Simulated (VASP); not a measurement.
# Ge (Fd-3m) in VASP: single point with PBE

Aim: the single point of Ge with PBE.

All numbers are computed with VASP 6.6.1; they aren't measurements. Logs are shortened: lines on timing, memory, paths and dates and some standing lists are left out, and cuts for length are marked.

### 1 The cell of the first run

It takes space group Fd-3m (No. 227, cubic). Conventional cell: a = 5.658 Å, b = 5.658 Å, c = 5.658 Å, α = 90.00°, β = 90.00°, γ = 90.00°. Ge (site symmetry -43m) has 4 Ge at 2.45 Å within 3.2 Å.

### 2 Single point, PBE

File INCAR:

```
SYSTEM = Ge
PREC = Accurate ; ENCUT = 500
EDIFF = 1E-6 ; ISMEAR = 0
SIGMA = 0.1 ; LREAL = .False.
LASPH = .True. ; NELM = 120
ALGO = Normal ; ISIF = 2
LWAVE = .False. ; LCHARG = .False.
GGA = PE ; NBANDS = 21
GGA_COMPAT = .False.
```

File KPOINTS:

```
regular mesh
0
Gamma
  6 6 6
  0 0 0
```

File POSCAR:

```
Ge
1.0
    0.0000000000      2.8289100000      2.8289100000
    2.8289100000      0.0000000000      2.8289100000
    2.8289100000      2.8289100000      0.0000000000
Ge
2
Direct
    0.0000000000      0.0000000000      0.0000000000
    0.2500000000      0.2500000000      0.2500000000
```

Potentials or basis: VASP PAW PBE potentials, release 64 (Ge_d).

Command:

```console
> cat potpaw_PBE.64/Ge_d/POTCAR > POTCAR
> mpirun -np 1 vasp_std > vasp.out
```

OUTCAR:

```text
SYSTEM = Ge
   PREC = Accurate
   ENCUT = 500
   EDIFF = 1E-6
   ISMEAR = 0
   LREAL = .False.
   LASPH = .True.
   NELM = 120
   ISIF = 2
   GGA = PE

 ion  position               nearest neighbor table
   1  0.000  0.000  0.000-   2 2.45   2 2.45   2 2.45   2 2.45
   2  0.250  0.250  0.250-   1 2.45   1 2.45   1 2.45   1 2.45

  LATTYP: Found a face centered cubic cell.
 ALAT       =     5.6578200000

  Lattice vectors:

 A1 = (   0.0000000000,   2.8289100000,   2.8289100000)
 A2 = (   2.8289100000,   0.0000000000,   2.8289100000)
 A3 = (   2.8289100000,   2.8289100000,   0.0000000000)

Analysis of symmetry for initial positions (statically):
=====================================================================
 Subroutine PRICEL returns:
 Original cell was already a primitive cell.

 Routine SETGRP: Setting up the symmetry group for a
 face centered cubic supercell.

 Subroutine GETGRP returns: Found 48 space group operations
 (whereof 24 operations were pure point group operations)
 out of a pool of 48 trial point group operations.

The static configuration has the point symmetry T_d .
 The point group associated with its full space group is O_h .

Analysis of symmetry for dynamics (positions and initial velocities):
=====================================================================
 Subroutine PRICEL returns:
 Original cell was already a primitive cell.

 Routine SETGRP: Setting up the symmetry group for a
 face centered cubic supercell.

 Subroutine GETGRP returns: Found 48 space group operations
 (whereof 24 operations were pure point group operations)
 out of a pool of 48 trial point group operations.

The dynamic configuration has the point symmetry T_d .
 The point group associated with its full space group is O_h .

 Subroutine INISYM returns: Found 48 space group operations
 (whereof 24 operations are pure point group operations),
 and found     1 'primitive' translations

----------------------------------------------------------------------------------------

                                     Primitive cell

  volume of cell :      45.2780

  direct lattice vectors                    reciprocal lattice vectors
     0.000000000  2.828910000  2.828910000    -0.176746521  0.176746521  0.176746521
     2.828910000  0.000000000  2.828910000     0.176746521 -0.176746521  0.176746521
     2.828910000  2.828910000  0.000000000     0.176746521  0.176746521 -0.176746521

  length of vectors
[... 63 lines left out ...]
 SYSTEM =  Ge
   PREC   = accura    normal or accurate (medium, high low for compatibility)
   ISTART =      0    job   : 0-new  1-cont  2-samecut
   ICHARG =      2    charge: 1-file 2-atom 10-const
   ISPIN  =      1    spin polarized calculation?
   LNONCOLLINEAR =      F non collinear calculations
   LSORBIT =      F    spin-orbit coupling
   LASPH  =      T    aspherical Exc in radial PAW
   ENCUT  =  500.0 eV  36.75 Ry    6.06 a.u.   7.29  7.29  7.29*2*pi/ulx,y,z
   NELM   =    120;   NELMIN=  2; NELMDL= -5     # of ELM steps
   EDIFF  = 0.1E-05   stopping-criterion for ELM
   LREAL  =      F    real-space projection
[... 7 lines left out ...]
   TEBEG  =    0.0;   TEEND  =   0.0 temperature during run
   PSTRESS=    0.0 pullay stress
   NELECT =      28.0000    total number of electrons
   NUPDOWN=      -1.0000    fix difference up-down
   EMIN   =  10.00;   EMAX   =-10.00  energy-range for DOS
   EFERMI =   0.00;   METHOD = LEGACY
   ISMEAR =     0;   SIGMA  =   0.10  broadening in eV -4-tet -1-fermi 0-gaus
   EFERMI_NEDOS =   21; number of points for ismear=-14 and -15
   IALGO  =     38    algorithm
   IMIX   =      4    mixing-type and parameters
     AMIX     =   0.40;   BMIX     =  1.00
     AMIX_MAG =   1.60;   BMIX_MAG =  1.00
  volume/ion in A,a.u.               =      22.64       152.78
  Fermi-wavevector in a.u.,A,eV,Ry     =   1.394756  2.635708 26.468033  1.945346
  Thomas-Fermi vector in A             =   2.518275
   LORBIT       =      0    0 simple, 1 ext, 2 COOP (PROOUT), +10 PAW based schemes
   GGA     = PE    functional components
   LHFCALC =     F    Hartree Fock is set to
   AEXX    =    0.0000 exact exchange contribution
   IVDW    =     0    specifies the selected vdW correction
   LEPSILON=     F    determine dielectric tensor
   LRPA    =     F    only Hartree local field effects (RPA)
 non-spin polarized calculation
 Gauss-broadening in eV      SIGMA  =   0.10
  energy-cutoff  :      500.00
  volume of cell :       45.28
 maximum number of plane-waves:      1167
 NGX is ok and might be reduce to    30
   NGX = 15   NGY = 15   NGZ = 15

 number of electron      28.0000022 magnetization

 Free energy of the ion-electron system (eV)
  ---------------------------------------------------
  ext. energy  EPLUGINS =         0.00000000
  ---------------------------------------------------
  free energy    TOTEN  =        -8.96501742 eV

  energy without entropy =       -8.96397920  energy(sigma->0) =       -8.96449831

 E-fermi :   5.0527     XC(G=0):  -9.9174

 val. band max:        5.0373134588   @ k =   0.0000   0.0000   0.0000
 cond. band min:       5.1855773715   @ k =   0.5000   0.0000   0.0000
 fundamental gap:      0.1482639128
 Fermi energy:         5.0527057613

 k-point     1 :       0.0000    0.0000    0.0000
  band No.  band energies     occupation
      1     -19.8107      2.00000
      2     -19.8107      2.00000
      3     -19.8107      2.00000
      4     -19.7747      2.00000
      5     -19.7747      2.00000
      6     -19.5641      2.00000
[... 373 lines left out ...]
     20      16.0467      0.00000
     21      17.9474      0.00000

------------------------ aborting loop because EDIFF is reached ----------------------------------------

  FORCE on cell =-STRESS in cart. coord.  units (eV):
  Direction    XX          YY          ZZ          XY          YZ          ZX
  --------------------------------------------------------------------------------------
  -------------------------------------------------------------------------------------
  Total        0.9922985      0.9922985      0.9922985     -0.0000000      0.0000000     -0.0000000
  in kB       35.1128055     35.1128055     35.1128055     -0.0000000      0.0000000     -0.0000000
  external PRESSURE =      35.1128055 kB  Pullay stress =       0.0000000 kB

 VOLUME and BASIS-vectors are now :
 -----------------------------------------------------------------------------
  energy-cutoff  :      500.00
  volume of cell :       45.28
      direct lattice vectors                 reciprocal lattice vectors
     0.000000000  2.828910000  2.828910000    -0.176746521  0.176746521  0.176746521
     2.828910000  0.000000000  2.828910000     0.176746521 -0.176746521  0.176746521
     2.828910000  2.828910000  0.000000000     0.176746521  0.176746521 -0.176746521

 POSITION                                       TOTAL-FORCE (eV/Angst)
 -----------------------------------------------------------------------------------
      0.00000      0.00000      0.00000         0.000000      0.000000      0.000000
      1.41446      1.41446      1.41446        -0.000000     -0.000000     -0.000000
 -----------------------------------------------------------------------------------
    total drift:                                0.000000     -0.000000      0.000000

  FREE ENERGIE OF THE ION-ELECTRON SYSTEM (eV)
  ---------------------------------------------------
  free  energy   TOTEN  =        -8.9650174236 eV

  energy  without entropy=       -8.9639792016  energy(sigma->0) =       -8.96449831
```

stdout:

```text
POSCAR found type information on POSCAR Ge
 POSCAR found :  1 types and       2 ions
 scaLAPACK will be used
 LDA part: xc-table for (Slater+PW92), standard interpolation
 POSCAR, INCAR and KPOINTS ok, starting setup
 FFT: planning ... GRIDC
 FFT: planning ... GRID_SOFT
 FFT: planning ... GRID
 WAVECAR not read
 entering main loop
```

Run time: 9.8 s. Hardware: 1 thread of Intel Xeon Platinum 8488C (Sapphire Rapids), shared host; peak memory 0.16 GiB.

Results:

```yaml
Free_energy: -8.9650 eV
Pressure: 3.5 GPa
```
